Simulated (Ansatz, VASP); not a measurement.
Au: VASP beside Ansatz

```xyz
1
Lattice="-1.5744 1.5744 1.5744 1.5744 -1.5744 1.5744 1.5744 1.5744 -1.5744" Properties=species:S:1:pos:R:3 pbc="T T T"
Au    0.0000    0.0000    0.0000
```

Change from the starting cell: strain -0.050 along x and y, -0.050 along z, atoms carried along.

Alike in both runs: task single point; functional PBEsol; k mesh 20 × 20 × 20; occupations gaussian, width 0.15 eV; no spin polarisation.

|  | VASP | Ansatz |
| --- | --- | --- |
| version | VASP 6.6.1 | Ansatz 0.2.0 |
| potentials or method | VASP PAW PBE potentials, release 64 (Au), cutoff 520 eV | scalar-relativistic, plane waves, PAW |
| valence electrons in the cell | 11 | 19 |

```tsv
	VASP	Ansatz	Ansatz less VASP
gap on the k mesh at the Fermi level (eV)	none	none	-
pressure (GPa)	19.3	19.7	+0.39
```

VASP's potentials were made for PBE, not for PBEsol. A gap of «none» marks a metal or a gap that the smearing closes. VASP's potentials hold 11 valence electrons a cell and Ansatz's 19, so a difference there can come from the potentials and not from the codes.

Neither program's run includes spin-orbit coupling.
